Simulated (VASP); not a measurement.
# Ge (Imma) in VASP: a series of runs

Runs on Ge. Level: PBEsol. Tasks: single point.

All numbers are computed with VASP 6.6.1; they aren't measurements. Logs are shortened: lines on timing, memory, paths and dates and some standing lists are left out, and cuts for length are marked.

## Step 1: The cell of the first run

It takes space group Imma (No. 74, orthorhombic). The conventional cell has a = 4.992 Å, b = 5.302 Å, c = 2.874 Å, α = 90.00°, β = 90.00°, γ = 90.00°. Ge (site symmetry mm2) has 8 Ge at 2.68 to 3.08 Å within 3.5 Å.

## Step 2: Single point, PBEsol

INCAR

```
SYSTEM = Ge
PREC     = Accurate       ! precision mode
ENCUT    = 520            ! plane-wave cutoff, eV
EDIFF    = 1E-6           ! SCF threshold, eV
ISMEAR   = -1             ! smearing method
SIGMA    = 0.05           ! smearing width, eV
LREAL    = .False.        ! projectors in reciprocal space
LASPH    = .True.         ! aspherical terms in the spheres
NELM     = 60             ! most SCF steps
ALGO     = Normal         ! electronic algorithm
ISIF     = 2              ! what is computed and relaxed
LWAVE    = .False.        ! write WAVECAR
LCHARG   = .False.        ! write CHGCAR
GGA      = PS             ! functional
NBANDS   = 21             ! bands
```

KPOINTS

```
regular mesh
0
Gamma
  11 11 11
  0 0 0
```

POSCAR

```
Ge
1.0
   -2.4958980000      2.6508630000      1.4369470000
    2.4958980000     -2.6508630000      1.4369470000
    2.4958980000      2.6508630000     -1.4369470000
Ge
2
Direct
    0.3140570000      0.0640570000      0.2500000000
    0.6859430000      0.9359430000      0.7500000000
```

Potentials or basis: VASP PAW PBE potentials, release 64 (Ge_d).

On the command line:

```console
$ cat potpaw_PBE.64/Ge_d/POTCAR > POTCAR
$ mpirun -np 1 vasp_std > vasp.out
```

OUTCAR:

```text
SYSTEM = Ge
   PREC = Accurate
   ENCUT = 520
   EDIFF = 1E-6
   ISMEAR = -1
   LREAL = .False.
   LASPH = .True.
   NELM = 60
   ISIF = 2
   GGA = PS

 ion  position               nearest neighbor table
   1  0.314  0.064  0.250-   2 2.68   2 2.68   2 2.72   2 2.72
   2  0.686  0.936  0.750-   1 2.68   1 2.68   1 2.72   1 2.72

  LATTYP: Found a body centered orthorhombic cell.
 ALAT       =     2.8738940000
 B/A-ratio  =     1.7369450648
 C/A-ratio  =     1.8447882907

  Lattice vectors:

 A1 = (   2.4958980000,  -2.6508630000,   1.4369470000)
 A2 = (  -2.4958980000,  -2.6508630000,  -1.4369470000)
 A3 = (   2.4958980000,   2.6508630000,  -1.4369470000)

Analysis of symmetry for initial positions (statically):
=====================================================================
 Subroutine PRICEL returns:
 Original cell was already a primitive cell.

 Routine SETGRP: Setting up the symmetry group for a
 body centered orthorhombic supercell.

 Subroutine GETGRP returns: Found  8 space group operations
 (whereof  4 operations were pure point group operations)
 out of a pool of  8 trial point group operations.

The static configuration has the point symmetry C_2h.
 The point group associated with its full space group is D_2h.

Analysis of symmetry for dynamics (positions and initial velocities):
=====================================================================
 Subroutine PRICEL returns:
 Original cell was already a primitive cell.

 Routine SETGRP: Setting up the symmetry group for a
 body centered orthorhombic supercell.

 Subroutine GETGRP returns: Found  8 space group operations
 (whereof  4 operations were pure point group operations)
 out of a pool of  8 trial point group operations.

The dynamic configuration has the point symmetry C_2h.
 The point group associated with its full space group is D_2h.

 Subroutine INISYM returns: Found  8 space group operations
 (whereof  4 operations are pure point group operations),
 and found     1 'primitive' translations

----------------------------------------------------------------------------------------

                                     Primitive cell

  volume of cell :      38.0290

[... 81 lines left out ...]
   ICHARG =      2    charge: 1-file 2-atom 10-const
   ISPIN  =      1    spin polarized calculation?
   LNONCOLLINEAR =      F non collinear calculations
   LSORBIT =      F    spin-orbit coupling
   LASPH  =      T    aspherical Exc in radial PAW
   ENCUT  =  520.0 eV  38.22 Ry    6.18 a.u.   7.28  7.28  7.28*2*pi/ulx,y,z
   NELM   =     60;   NELMIN=  2; NELMDL= -5     # of ELM steps
   EDIFF  = 0.1E-05   stopping-criterion for ELM
   LREAL  =      F    real-space projection
   EDIFFG = 0.1E-04   stopping-criterion for IOM
   NSW    =      0    number of steps for IOM
   IBRION =     -1    ionic relax: 0-MD 1-quasi-New 2-CG
   NFREE  =      0    steps in history (QN), initial steepest desc. (CG)
   ISIF   =      2    stress and relaxation
   ISYM   =      2    0-nonsym 1-usesym 2-fastsym
   POTIM  = 0.5000    time-step for ionic-motion
   TEBEG  =    0.0;   TEEND  =   0.0 temperature during run
   PSTRESS=    0.0 pullay stress
   NELECT =      28.0000    total number of electrons
   NUPDOWN=      -1.0000    fix difference up-down
   EMIN   =  10.00;   EMAX   =-10.00  energy-range for DOS
   EFERMI =   0.00;   METHOD = LEGACY
   ISMEAR =    -1;   SIGMA  =   0.05  broadening in eV -4-tet -1-fermi 0-gaus
   EFERMI_NEDOS =   21; number of points for ismear=-14 and -15
   IALGO  =     38    algorithm
   IMIX   =      4    mixing-type and parameters
     AMIX     =   0.40;   BMIX     =  1.00
     AMIX_MAG =   1.60;   BMIX_MAG =  1.00
  volume/ion in A,a.u.               =      19.01       128.32
  Fermi-wavevector in a.u.,A,eV,Ry     =   1.478277  2.793539 29.732860  2.185304
  Thomas-Fermi vector in A             =   2.592578
   LORBIT       =      0    0 simple, 1 ext, 2 COOP (PROOUT), +10 PAW based schemes
   GGA     = PS    functional components
   LHFCALC =     F    Hartree Fock is set to
   AEXX    =    0.0000 exact exchange contribution
   IVDW    =     0    specifies the selected vdW correction
   LEPSILON=     F    determine dielectric tensor
   LRPA    =     F    only Hartree local field effects (RPA)
 non-spin polarized calculation
  energy-cutoff  :      520.00
  volume of cell :       38.03
 maximum number of plane-waves:      1044
 NGX is ok and might be reduce to    30
   NGX = 15   NGY = 15   NGZ = 15

 number of electron      28.0000014 magnetization

 Free energy of the ion-electron system (eV)
  ---------------------------------------------------
  ext. energy  EPLUGINS =         0.00000000
  ---------------------------------------------------
  free energy    TOTEN  =        -9.51409532 eV

  energy without entropy =       -9.50774868  energy(sigma->0) =       -9.51092200

 E-fermi :   6.4039     XC(G=0): -11.3395

 val. band max:        6.4035565667   @ k =   0.4545   0.2727   0.0909
 cond. band min:       6.4059487781   @ k =   0.4545   0.1818  -0.0000
 fundamental gap:      0.0023922114
 Fermi energy:         6.4039099475

 k-point     1 :       0.0000    0.0000    0.0000
  band No.  band energies     occupation
      1     -18.2802      2.00000
      2     -18.2031      2.00000
      3     -18.2008      2.00000
      4     -18.1979      2.00000
      5     -18.1642      2.00000
      6     -18.1275      2.00000
[... 565 lines left out ...]
     20      17.1915      0.00000
     21      17.3909      0.00000

 [... further k-points ...]

------------------------ aborting loop because EDIFF is reached ----------------------------------------

  FORCE on cell =-STRESS in cart. coord.  units (eV):
  Direction    XX          YY          ZZ          XY          YZ          ZX
  --------------------------------------------------------------------------------------
  -------------------------------------------------------------------------------------
  Total       -0.3314631     -0.8207483     -0.6775480      0.0000000      0.0000000      0.0000000
  in kB      -13.9646758    -34.5784655    -28.5453771      0.0000000      0.0000000      0.0000000
  external PRESSURE =     -25.6961728 kB  Pullay stress =       0.0000000 kB

 VOLUME and BASIS-vectors are now :
 -----------------------------------------------------------------------------
  energy-cutoff  :      520.00
  volume of cell :       38.03
      direct lattice vectors                 reciprocal lattice vectors
    -2.495898000  2.650863000  1.436947000     0.000000000  0.188617820  0.347959946
     2.495898000 -2.650863000  1.436947000     0.200328699  0.000000000  0.347959946
     2.495898000  2.650863000 -1.436947000     0.200328699  0.188617820  0.000000000

 POSITION                                       TOTAL-FORCE (eV/Angst)
 -----------------------------------------------------------------------------------
      0.00000      1.32543      0.18409        -0.000000      0.000000      0.059452
      2.49590      1.32543      1.25285         0.000000     -0.000000     -0.059452
 -----------------------------------------------------------------------------------
    total drift:                               -0.000000     -0.000000      0.000000

  FREE ENERGIE OF THE ION-ELECTRON SYSTEM (eV)
  ---------------------------------------------------
  free  energy   TOTEN  =        -9.5140953150 eV

  energy  without entropy=       -9.5077486782  energy(sigma->0) =       -9.51092200
```

OSZICAR:

```text
N       E                     dE             d eps       ncg     rms          rms(c)
DAV:   1     0.174530372312E+03    0.17453E+03   -0.14203E+04 10301   0.377E+03
DAV:   2     0.143883033970E+02   -0.16014E+03   -0.15546E+03  9117   0.588E+02
DAV:   3    -0.889237857304E+01   -0.23281E+02   -0.23088E+02 10378   0.133E+02
DAV:   4    -0.954664500887E+01   -0.65427E+00   -0.65370E+00 10122   0.260E+01
DAV:   5    -0.955635476442E+01   -0.97098E-02   -0.97094E-02 10339   0.345E+00    0.205E+00
DAV:   6    -0.952575313790E+01    0.30602E-01   -0.33070E-02 12332   0.317E+00    0.111E+00
DAV:   7    -0.951457496539E+01    0.11178E-01   -0.17920E-02 12435   0.205E+00    0.134E-01
DAV:   8    -0.951409101472E+01    0.48395E-03   -0.24035E-03 11136   0.882E-01    0.422E-02
DAV:   9    -0.951409496981E+01   -0.39551E-05   -0.60742E-05 10949   0.969E-02    0.101E-02
DAV:  10    -0.951409531500E+01   -0.34520E-06   -0.31286E-06  9603   0.216E-02
   1 F= -.95140953E+01 E0= -.95109220E+01  d E =-.634664E-02
```

Wall time 98 s (1 thread of Intel Xeon Platinum 8488C (Sapphire Rapids), shared host); peak memory 0.26 GiB.

What came out:

```yaml
Free_energy: -9.5141 eV
Pressure: -2.6 GPa
Largest_force: 0.059 eV/Å
Band_gap_on_the_k_mesh: zero (band 14 reaches 8.47 eV, above the bottom of band 15 at 3.26 eV)
```

Forces on the atoms (eV/Å):
```
Ge   0.000  0.000  0.059
Ge   0.000  0.000 -0.059
```

Levels at points of the mesh, in eV from the Fermi level:
```csv
k point,band 10,band 11,band 12,band 13,band 14,band 15,band 16,band 17,band 18,band 19
"(0.00, 0.00, 0.00)",-24.37,-13.12,-3.84,-2.36,-1.92,3.42,6.93,7.16,7.87,8.21
```

Caveat: the PAW data sets were made with another functional, which shifts forces and pressure a little.

## Step 3: Single point, PBEsol (volume scaled by 1.02)

INCAR

```
PREC     = Accurate       # precision mode
ENCUT    = 520            # plane-wave cutoff, eV
EDIFF    = 1E-6           # SCF threshold, eV
ISMEAR   = -1             # smearing method
SIGMA    = 0.05           # smearing width, eV
LREAL    = F              # projectors in reciprocal space
LASPH    = T              # aspherical terms in the spheres
NELM     = 80             # most SCF steps
ALGO     = Normal         # electronic algorithm
ISIF     = 2              # what is computed and relaxed
LWAVE    = F              # write WAVECAR
LCHARG   = F              # write CHGCAR
GGA      = PS             # functional
NBANDS   = 21             # bands
```

KPOINTS

```
regular mesh
0
Gamma
  11 11 11
```

POSCAR

```
Ge
1.0
   -2.5124276075      2.6684188957      1.4464634826
    2.5124276075     -2.6684188957      1.4464634826
    2.5124276075      2.6684188957     -1.4464634826
Ge
2
Direct
    0.3140570000      0.0640570000      0.2500000000
    0.6859430000      0.9359430000      0.7500000000
```

Potentials or basis: VASP PAW PBE potentials, release 64 (Ge_d).

On the command line:

```console
$ cat potpaw_PBE.64/Ge_d/POTCAR > POTCAR
$ mpirun -np 1 vasp_std > vasp.out
```

Run time: 1.7 min. Hardware: 1 thread of Intel Xeon Platinum 8488C (Sapphire Rapids), shared host; peak memory 0.26 GiB.

It converged, with:

| Item | Value |
| --- | --- |
| Free energy | -9.4996 eV |
| Pressure | -3.8 GPa |
| Largest force | 0.061 eV/Å |
| Band gap on the k mesh | zero (band 14 reaches 8.19 eV, above the bottom of band 15 at 3.12 eV) |

Forces in eV/Å, atoms in the order of the input:
```
Ge   0.000  0.000  0.061
Ge   0.000  0.000 -0.061
```

Stress tensor (GPa, compression positive):
```
-2.74  0.00  0.00
 0.00 -4.65  0.00
 0.00  0.00 -4.11
```

Levels at points of the mesh, in eV from the Fermi level:
| k point | band 12 | band 13 | band 14 | band 15 | band 16 | band 17 |
| --- | --- | --- | --- | --- | --- | --- |
| (0.00, 0.00, 0.00) | -3.90 | -2.30 | -1.86 | 3.46 | 6.82 | 7.02 |

Caveat: the PAW data sets were made with another functional, which shifts forces and pressure a little.

## Step 4: Single point, PBEsol (volume scaled by 1.04)

INCAR

```
SYSTEM = Ge
ALGO = Normal
EDIFF = 1E-7
ENCUT = 520
GGA = PS
ISIF = 2
ISMEAR = -1
LASPH = .TRUE.
LCHARG = .FALSE.
LREAL = .FALSE.
LWAVE = .FALSE.
NBANDS = 21
NELM = 80
PREC = Accurate
SIGMA = 0.05
```

KPOINTS

```
k-points
0
G
  11 11 11
  0 0 0
```

POSCAR

```
Ge
1.0
   -2.5287425297      2.6857467767      1.4558563658
    2.5287425297     -2.6857467767      1.4558563658
    2.5287425297      2.6857467767     -1.4558563658
Ge
2
Direct
    0.3140570000      0.0640570000      0.2500000000
    0.6859430000      0.9359430000      0.7500000000
```

On the command line:

```console
$ cat potpaw_PBE.64/Ge_d/POTCAR > POTCAR
$ mpirun -np 1 vasp_std > vasp.out
```

It took 2.4 min on 1 thread of Intel Xeon Platinum 8488C (Sapphire Rapids), shared host; peak memory 0.27 GiB.

It converged, with:

| Quantity | Value |
| --- | --- |
| Free energy | -9.4794 eV |
| Pressure | -5.0 GPa |
| Largest force | 0.062 eV/Å |
| Band gap on the k mesh | zero (band 14 reaches 7.92 eV, above the bottom of band 15 at 3.00 eV) |

Forces in eV/Å, atoms in the order of the input:
```
Ge   0.000  0.000  0.062
Ge   0.000  0.000 -0.062
```

Stress tensor (GPa, compression positive):
```
-3.94  0.00  0.00
 0.00 -5.67  0.00
 0.00  0.00 -5.24
```

Levels at points of the mesh, in eV from the Fermi level:
```csv
k point,band 12,band 13,band 14,band 15,band 16,band 17
"(0.00, 0.00, 0.00)",-3.97,-2.24,-1.81,3.50,6.71,6.89
```

Caveat: the PAW data sets were made with another functional, which shifts forces and pressure a little.

## Step 5: Single point, PBEsol (volume scaled by 1.06)

INCAR

```
ALGO     = Normal         # electronic algorithm
EDIFF    = 1E-6           # SCF threshold, eV
ENCUT    = 520            # plane-wave cutoff, eV
GGA      = PS             # functional
ISIF     = 2              # what is computed and relaxed
ISMEAR   = -1             # smearing method
LASPH    = True           # aspherical terms in the spheres
LCHARG   = False          # write CHGCAR
LREAL    = False          # projectors in reciprocal space
LWAVE    = False          # write WAVECAR
NBANDS   = 21             # bands
NELM     = 80             # most SCF steps
PREC     = Accurate       # precision mode
SIGMA    = 0.05           # smearing width, eV
```

KPOINTS

```
k-points
0
Gamma
  11 11 11
```

POSCAR

```
Ge
1.0
   -2.5448496043      2.7028539053      1.4651295863
    2.5448496043     -2.7028539053      1.4651295863
    2.5448496043      2.7028539053     -1.4651295863
Ge
2
Direct
    0.3140570000      0.0640570000      0.2500000000
    0.6859430000      0.9359430000      0.7500000000
```

Potentials or basis: VASP PAW PBE potentials, release 64 (Ge_d).

On the command line:

```console
$ cat potpaw_PBE.64/Ge_d/POTCAR > POTCAR
$ mpirun -np 1 vasp_std > vasp.out
```

OUTCAR:

```text
EDIFF = 1E-6
   ENCUT = 520
   GGA = PS
   ISIF = 2
   ISMEAR = -1
   LASPH = True
   LREAL = False
   NELM = 80
   PREC = Accurate

 ion  position               nearest neighbor table
   1  0.314  0.064  0.250-   2 2.73   2 2.73   2 2.77   2 2.77
   2  0.686  0.936  0.750-   1 2.73   1 2.73   1 2.77   1 2.77

  LATTYP: Found a body centered orthorhombic cell.
 ALAT       =     2.9302591726
 B/A-ratio  =     1.7369450649
 C/A-ratio  =     1.8447882908

[... 765 lines left out ...]
 [... further k-points ...]

------------------------ aborting loop because EDIFF is reached ----------------------------------------

  FORCE on cell =-STRESS in cart. coord.  units (eV):
  Direction    XX          YY          ZZ          XY          YZ          ZX
  --------------------------------------------------------------------------------------
  -------------------------------------------------------------------------------------
  Total       -1.2656415     -1.6568327     -1.5736212      0.0000000      0.0000000      0.0000000
  in kB      -50.3037727    -65.8519322    -62.5446332      0.0000000      0.0000000      0.0000000
  external PRESSURE =     -59.5667793 kB  Pullay stress =       0.0000000 kB

 VOLUME and BASIS-vectors are now :
 -----------------------------------------------------------------------------
  energy-cutoff  :      520.00
  volume of cell :       40.31
      direct lattice vectors                 reciprocal lattice vectors
    -2.544849604  2.702853905  1.465129586     0.000000000  0.184989651  0.341266742
     2.544849604 -2.702853905  1.465129586     0.196475265  0.000000000  0.341266742
     2.544849604  2.702853905 -1.465129586     0.196475265  0.184989651  0.000000000

 POSITION                                       TOTAL-FORCE (eV/Angst)
 -----------------------------------------------------------------------------------
      0.00000      1.35143      0.18770        -0.000000      0.000000      0.061081
      2.54485      1.35143      1.27743         0.000000     -0.000000     -0.061081
 -----------------------------------------------------------------------------------
    total drift:                               -0.000000     -0.000000      0.000000

  FREE ENERGIE OF THE ION-ELECTRON SYSTEM (eV)
  ---------------------------------------------------
  free  energy   TOTEN  =        -9.4541362559 eV

  energy  without entropy=       -9.4468031072  energy(sigma->0) =       -9.45046968
```

stdout:

```text
POSCAR found type information on POSCAR Ge
 POSCAR found :  1 types and       2 ions
 scaLAPACK will be used
 -----------------------------------------------------------------------------
|                                                                             |
|                                                                             |
|     You enforced a specific xc type in the INCAR file but a different       |
|     I HOPE YOU KNOW WHAT YOU ARE DOING!                                     |
|                                                                             |
 -----------------------------------------------------------------------------

 LDA part: xc-table for (Slater+PW92), standard interpolation
 POSCAR, INCAR and KPOINTS ok, starting setup
 FFT: planning ... GRIDC
 FFT: planning ... GRID_SOFT
 FFT: planning ... GRID
 WAVECAR not read
 entering main loop
```

Run time: 2.7 min. Hardware: 1 thread of Intel Xeon Platinum 8488C (Sapphire Rapids), shared host; peak memory 0.27 GiB.

Results:

```
Free energy            : -9.4541 eV
Pressure               : -6.0 GPa
Largest force          : 0.061 eV/Å
Band gap on the k mesh : zero (band 14 reaches 7.65 eV, above the bottom of band 15 at 2.88 eV)
```

Forces in eV/Å, atoms in the order of the input:
```
Ge   0.000  0.000  0.061
Ge   0.000  0.000 -0.061
```

Stress tensor (GPa, compression positive):
```
-5.03  0.00  0.00
 0.00 -6.59  0.00
 0.00  0.00 -6.25
```

Caveat: the PAW data sets were made with another functional, which shifts forces and pressure a little.

## Step 6: Summary

| cell | gap on the mesh (eV) | pressure (GPa) | largest force (eV/Å) |
| --- | --- | --- | --- |
| a = 3.914 Å, angles 100.8, 94.7, 136.9°, 2 atoms | none | -2.6 | 0.06 |
| a = 3.940 Å, angles 100.8, 94.7, 136.9°, 2 atoms | none | -3.8 | 0.06 |
| a = 3.966 Å, angles 100.8, 94.7, 136.9°, 2 atoms | none | -5.0 | 0.06 |
| a = 3.991 Å, angles 100.8, 94.7, 136.9°, 2 atoms | none | -6.0 | 0.06 |

Alike in all rows: task single point; level PBEsol; potentials or basis VASP PAW PBE potentials, release 64 (Ge_d); no spin polarisation; k mesh 11 × 11 × 11; cutoff (eV) 520; smearing fermi-dirac 0.05 eV.

Caveats: the PAW data sets were made with another functional, which shifts forces and pressure a little.

Absolute energies hang on the potentials; compare differences alone.
